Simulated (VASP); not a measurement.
# HRh8 in VASP: a series of runs

HRh8 is run at these levels: PBE+D3(BJ); tasks: single point.

Everything below comes from runs of VASP 6.6.1. Logs are shortened: lines on timing, memory, paths and dates and some standing lists are left out, and cuts for length are marked.

**1. The cell of the first run**

The cell holds a slab with vacuum, 9 atoms: a = 5.365 Å, b = 3.794 Å, c = 21.240 Å, α = 90.00°, β = 90.00°, γ = 90.00°.

**2. Single point, PBE+D3(BJ)**

File INCAR:

```
  PREC = Accurate
  ENCUT = 520
  EDIFF = 1E-6
  ISMEAR = 0
  SIGMA = 0.1
  LREAL = F
  LASPH = T
  NELM = 100
  ALGO = Normal
  ISIF = 2
  LWAVE = F
  LCHARG = F
  LDIPOL = T
  IDIPOL = 3
  DIPOL = 0.5 0.5 0.310
  GGA = PE
  IVDW = 12
  NBANDS = 70
```

File KPOINTS:

```
regular mesh
0
Gamma
  5 7 1
```

File POSCAR:

```
HRh8
1.0
    5.3650160441      0.0000000000      0.0000000000
    0.0000000000      3.7936392259      0.0000000000
    0.0000000000      0.0000000000     21.2400770646
Rh H
8 1
Direct
    0.2500000000      0.5000000000      0.1883232338
    0.7500000000      0.5000000000      0.1883232338
    0.0000000000      0.0000000000      0.2514705570
    0.5000000000      0.0000000000      0.2514705570
    0.2500000000      0.5000000000      0.3153506346
    0.7500000000      0.5000000000      0.3153506346
    0.0000000000      0.0000000000      0.3738252475
    0.5000000000      0.0000000000      0.3738252475
    0.2500000000      0.3750000000      0.5291919154
```

Potentials or basis: VASP PAW PBE potentials, release 64 (Rh_pv, H).

On the command line:

```sh
$ cat potpaw_PBE.64/Rh_pv/POTCAR potpaw_PBE.64/H/POTCAR > POTCAR
$ mpirun -np 1 vasp_std > vasp.out
```

OUTCAR:

```text
PREC = Accurate
   ENCUT = 520
   EDIFF = 1E-6
   ISMEAR = 0
   LREAL = F
   LASPH = T
   NELM = 100
   ISIF = 2
   GGA = PE
   IVDW = 12
 IVDW          = 12

 ion  position               nearest neighbor table
   1  0.250  0.500  0.188-   2 2.68   2 2.68   4 2.68   3 2.68   4 2.68   3 2.68   5 2.70
   2  0.750  0.500  0.188-   1 2.68   1 2.68   4 2.68   3 2.68   4 2.68   3 2.68   6 2.70
   3  0.000  0.000  0.251-   7 2.60   4 2.68   4 2.68   2 2.68   1 2.68   2 2.68   1 2.68   5 2.69
                             5 2.69   6 2.69   6 2.69
   4  0.500  0.000  0.251-   8 2.60   3 2.68   3 2.68   2 2.68   1 2.68   2 2.68   1 2.68   5 2.69
                             5 2.69   6 2.69   6 2.69
   5  0.250  0.500  0.315-   7 2.63   8 2.63   7 2.63   8 2.63   6 2.68   6 2.68   4 2.69   4 2.69
                             3 2.69   3 2.69   1 2.70
   6  0.750  0.500  0.315-   7 2.63   8 2.63   7 2.63   8 2.63   5 2.68   5 2.68   4 2.69   4 2.69
                             3 2.69   3 2.69   2 2.70
   7  0.000  0.000  0.374-   3 2.60   5 2.63   6 2.63   5 2.63   6 2.63   8 2.68   8 2.68
   8  0.500  0.000  0.374-   4 2.60   5 2.63   6 2.63   5 2.63   6 2.63   7 2.68   7 2.68
   9  0.250  0.375  0.529-

  LATTYP: Found a simple orthorhombic cell.
 ALAT       =     3.7936392259
 B/A-ratio  =     1.4142135624
 C/A-ratio  =     5.5988658383

  Lattice vectors:

 A1 = (   0.0000000000,  -3.7936392259,   0.0000000000)
 A2 = (   5.3650160441,   0.0000000000,   0.0000000000)
 A3 = (   0.0000000000,   0.0000000000,  21.2400770646)

Analysis of symmetry for initial positions (statically):
=====================================================================
 Subroutine PRICEL returns:
 Original cell was already a primitive cell.

 Routine SETGRP: Setting up the symmetry group for a
 simple orthorhombic supercell.

 Subroutine GETGRP returns: Found  2 space group operations
 (whereof  1 operations were pure point group operations)
 out of a pool of  8 trial point group operations.

The static configuration has the point symmetry C_1 .
 The point group associated with its full space group is C_1h.

Analysis of symmetry for dynamics (positions and initial velocities):
=====================================================================
 Subroutine PRICEL returns:
 Original cell was already a primitive cell.

 Routine SETGRP: Setting up the symmetry group for a
 simple orthorhombic supercell.

 Subroutine GETGRP returns: Found  2 space group operations
 (whereof  1 operations were pure point group operations)
[... 118 lines left out ...]
   EFERMI =   0.00;   METHOD = LEGACY
   ISMEAR =     0;   SIGMA  =   0.10  broadening in eV -4-tet -1-fermi 0-gaus
   EFERMI_NEDOS =   21; number of points for ismear=-14 and -15
   IALGO  =     38    algorithm
   IMIX   =      4    mixing-type and parameters
     AMIX     =   0.40;   BMIX     =  1.00
     AMIX_MAG =   1.60;   BMIX_MAG =  1.00
  volume/ion in A,a.u.               =      48.03       324.14
  Fermi-wavevector in a.u.,A,eV,Ry     =   1.070884  2.023676 15.603046  1.146792
  Thomas-Fermi vector in A             =   2.206607
   LORBIT       =      0    0 simple, 1 ext, 2 COOP (PROOUT), +10 PAW based schemes
   GGA     = PE    functional components
   LHFCALC =     F    Hartree Fock is set to
   AEXX    =    0.0000 exact exchange contribution
   IVDW    =    12    specifies the selected vdW correction
   LEPSILON=     F    determine dielectric tensor
   LRPA    =     F    only Hartree local field effects (RPA)
 non-spin polarized calculation
 Gauss-broadening in eV      SIGMA  =   0.10
  energy-cutoff  :      520.00
  volume of cell :      432.30
 maximum number of plane-waves:     11681
 NGX is ok and might be reduce to    40
   NGX = 19   NGY = 15   NGZ = 79

 dipolmoment           0.000000      0.000000     -0.178017 electrons x Angstroem

 number of electron     121.0000042 magnetization

 dipolmoment           0.000000      0.000000      0.199730 electrons x Angstroem

 Free energy of the ion-electron system (eV)
  ---------------------------------------------------
  ext. energy  EPLUGINS =         0.00000000
  ---------------------------------------------------
  free energy    TOTEN  =       -52.14907064 eV

  energy without entropy =      -52.03286825  energy(sigma->0) =      -52.09096945

 E-fermi :  -0.9688     XC(G=0):  -4.8947

 val. band max:       -0.9706373223   @ k =   0.2000   0.4286   0.0000
 cond. band min:      -0.9654820146   @ k =   0.2000   0.1429   0.0000
 fundamental gap:      0.0051553077
 Fermi energy:        -0.9687535555

 k-point     1 :       0.0000    0.0000    0.0000
  band No.  band energies     occupation
      1     -47.9413      2.00000
      2     -47.8873      2.00000
      3     -47.8831      2.00000
      4     -47.6624      2.00000
      5     -47.6407      2.00000
      6     -47.5757      2.00000
[... 865 lines left out ...]
     69       1.5349      0.00000
     70       1.6513      0.00000

------------------------ aborting loop because EDIFF is reached ----------------------------------------

 vacuum level on the upper side and lower side of the slab       (xc-potential included)         0.691        -1.041

 Edisp (eV)   -3.09474

 E8    (eV) :    -1.4553

  FORCE on cell =-STRESS in cart. coord.  units (eV):
  Direction    XX          YY          ZZ          XY          YZ          ZX
  --------------------------------------------------------------------------------------
  -------------------------------------------------------------------------------------
  Total      -8.94617    -6.66998    -3.65933     0.00000    -0.32639     0.00000
  in kB     -33.15619   -24.72021   -13.56218     0.00000    -1.20967     0.00000
  external pressure =      -23.81 kB  Pullay stress =        0.00 kB

 VOLUME and BASIS-vectors are now :
 -----------------------------------------------------------------------------
  energy-cutoff  :      520.00
  volume of cell :      432.30
      direct lattice vectors                 reciprocal lattice vectors
     5.365016044  0.000000000  0.000000000     0.186392732  0.000000000  0.000000000
     0.000000000  3.793639226  0.000000000     0.000000000  0.263599130  0.000000000
     0.000000000  0.000000000 21.240077065     0.000000000  0.000000000  0.047080808

 POSITION                                       TOTAL-FORCE (eV/Angst)
 -----------------------------------------------------------------------------------
      1.34125      1.89682      4.00000         0.000000      0.000027      0.623936
      4.02376      1.89682      4.00000         0.000000      0.012770      0.626893
      0.00000      0.00000      5.34125        -0.008169     -0.004138     -0.535166
      2.68251      0.00000      5.34125         0.008169     -0.004138     -0.535166
      1.34125      1.89682      6.69807         0.000000     -0.003140     -0.101680
      4.02376      1.89682      6.69807         0.000000      0.012711     -0.069786
      0.00000      0.00000      7.94008         0.100092      0.036227      0.242321
      2.68251      0.00000      7.94008        -0.100092      0.036227      0.242321
      1.34125      1.42261     11.24008         0.000000     -0.086544     -0.493670
 -----------------------------------------------------------------------------------
    total drift:                                0.000000      0.000016      0.000774

  FREE ENERGIE OF THE ION-ELECTRON SYSTEM (eV)
  ---------------------------------------------------
  free  energy   TOTEN  =       -55.2438085026 eV

  energy  without entropy=      -55.1276061150  energy(sigma->0) =      -55.18570731

 vacuum level on the upper side and lower side of the slab         5.290         3.519
```

stdout:

```text
POSCAR found type information on POSCAR RhH
 POSCAR found :  2 types and       9 ions
 scaLAPACK will be used
 LDA part: xc-table for (Slater+PW92), standard interpolation
 POSCAR, INCAR and KPOINTS ok, starting setup
 FFT: planning ... GRIDC
 FFT: planning ... GRID_SOFT
 FFT: planning ... GRID
 WAVECAR not read
 entering main loop
```

Wall time 6.5 min (1 thread of Intel Xeon 6975P-C (Granite Rapids), shared host); peak memory 0.55 GiB.

What came out:

- Free energy: -55.2438 eV
- Largest force: 0.627 eV/Å
- Dispersion energy per atom: -0.344 eV

Forces in eV/Å, atoms in the order of the input:
```
Rh   0.000  0.000  0.624
Rh   0.000  0.013  0.627
Rh  -0.008 -0.004 -0.535
Rh   0.008 -0.004 -0.535
Rh   0.000 -0.003 -0.102
Rh   0.000  0.013 -0.070
Rh   0.100  0.036  0.242
Rh  -0.100  0.036  0.242
H    0.000 -0.087 -0.494
```

**3. Single point, PBE+D3(BJ)**

File INCAR:

```
ALGO = Normal ; DIPOL = 0.5 0.5 0.310
EDIFF = 1E-7 ; ENCUT = 520
GGA = PE ; IDIPOL = 3
ISIF = 2 ; ISMEAR = 0
IVDW = 12 ; LASPH = T
LCHARG = F ; LDIPOL = T
LREAL = F ; LWAVE = F
NBANDS = 70 ; NELM = 100
PREC = Accurate ; SIGMA = 0.1
```

File KPOINTS:

```
k-points
0
Gamma
  5 7 1
```

Edit POSCAR of step 2 so:

```diff
@@ -16,2 +16,2 @@
     0.5000000000      0.0000000000      0.3738252475
-    0.2500000000      0.3750000000      0.5291919154
+    0.1666666667      0.5000000000      0.5291919154
```

Potentials or basis: VASP PAW PBE potentials, release 64 (Rh_pv, H).

On the command line:

```sh
$ cat potpaw_PBE.64/Rh_pv/POTCAR potpaw_PBE.64/H/POTCAR > POTCAR
$ mpirun -np 1 vasp_std > vasp.out
```

Wall time 8 min (1 thread of Intel Xeon 6975P-C (Granite Rapids), shared host); peak memory 0.54 GiB.

It converged, with:

```
Free energy                : -55.2281 eV
Largest force              : 0.628 eV/Å
Dispersion energy per atom : -0.344 eV
```

Forces on the atoms (eV/Å):
```
Rh  -0.006  0.000  0.628
Rh   0.001  0.000  0.627
Rh  -0.006  0.000 -0.550
Rh   0.010  0.000 -0.527
Rh   0.012  0.000 -0.092
Rh  -0.011  0.000 -0.063
Rh   0.082  0.000  0.327
Rh  -0.057  0.000  0.110
H   -0.025  0.000 -0.459
```

Levels at points of the mesh, in eV from the Fermi level:
```tsv
k point	band 57	band 58	band 59	band 60	band 61	band 62
(0.00, 0.00, 0.00)	-0.08	-0.07	0.01	0.07	0.17	0.29
```

**4. Single point, PBE+D3(BJ)**

File INCAR:

```
SYSTEM = HRh8
PREC = Accurate
ENCUT = 520
EDIFF = 1E-7
ISMEAR = 0
SIGMA = 0.1
LREAL = .FALSE.
LASPH = .TRUE.
NELM = 60
ALGO = Normal
ISIF = 2
LWAVE = .FALSE.
LCHARG = .FALSE.
LDIPOL = .TRUE.
IDIPOL = 3
DIPOL = 0.5 0.5 0.310
GGA = PE
IVDW = 12
NBANDS = 70
```

File KPOINTS:

```
Automatic mesh
0
G
  5 7 1
  0 0 0
```

Edit POSCAR of step 3 so:

```diff
@@ -16,2 +16,2 @@
     0.5000000000      0.0000000000      0.3738252475
-    0.1666666667      0.5000000000      0.5291919154
+    0.0000000000      0.1250000000      0.5291919154
```

On the command line:

```sh
$ cat potpaw_PBE.64/Rh_pv/POTCAR potpaw_PBE.64/H/POTCAR > POTCAR
$ mpirun -np 1 vasp_std > vasp.out
```

Run time: 9.2 min. Hardware: 1 thread of Intel Xeon 6975P-C (Granite Rapids), shared host; peak memory 0.54 GiB.

Results (log left out):

```yaml
Free_energy: -55.3874 eV
Largest_force: 0.798 eV/Å
Dispersion_energy_per_atom: -0.344 eV
```

Forces on the atoms (eV/Å):
```
Rh  -0.026  0.006  0.615
Rh   0.026  0.006  0.615
Rh   0.000 -0.010 -0.616
Rh   0.000  0.000 -0.441
Rh  -0.022  0.002 -0.111
Rh   0.022  0.002 -0.111
Rh   0.000  0.087  0.735
Rh   0.000 -0.002  0.106
H    0.000 -0.093 -0.793
```

Levels at points of the mesh, in eV from the Fermi level:
```
           k point  band 57  band 58  band 59  band 60  band 61  band 62
(0.00, 0.00, 0.00)    -0.08    -0.05     0.00     0.13     0.17     0.30
```
